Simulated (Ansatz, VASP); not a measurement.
**One calculation of LiF, two programs**

```
Li F
1.0
    -0.03538    2.14226    2.14226
     2.14226   -0.03538    2.14226
     2.14226    2.14226   -0.03538
Li F
1 1
Direct
  0.99849 0.99849 0.99849
  0.25151 0.25151 0.25151
```

Change from the starting cell: epitaxial_111 strain +1.5%.

Alike in both runs: task single point; functional PBE; k mesh 10 × 10 × 10; occupations fermi-dirac, width 0.02 eV; no spin polarisation.

|  | VASP | Ansatz |
| --- | --- | --- |
| version | VASP 6.6.1 | Ansatz 0.2.0 |
| potentials or method | VASP PAW PBE potentials, release 64 (Li_sv, F) | plane waves, PAW |
| plane-wave cutoff (eV) | 520 | 420 |
| valence electrons in the cell | 10 | 10 |

```tsv
	VASP	Ansatz	Ansatz less VASP
gap on the k mesh at the Fermi level (eV)	7.74	7.75	+0.012
rms of the force components (eV/Å)	0.003	0.002	-0.0013
```

Atom by atom the forces differ by 0.001 eV/Å (rms over components).

Noted on VASP's run: the cutoff is short for stress, so the pressure is rough.
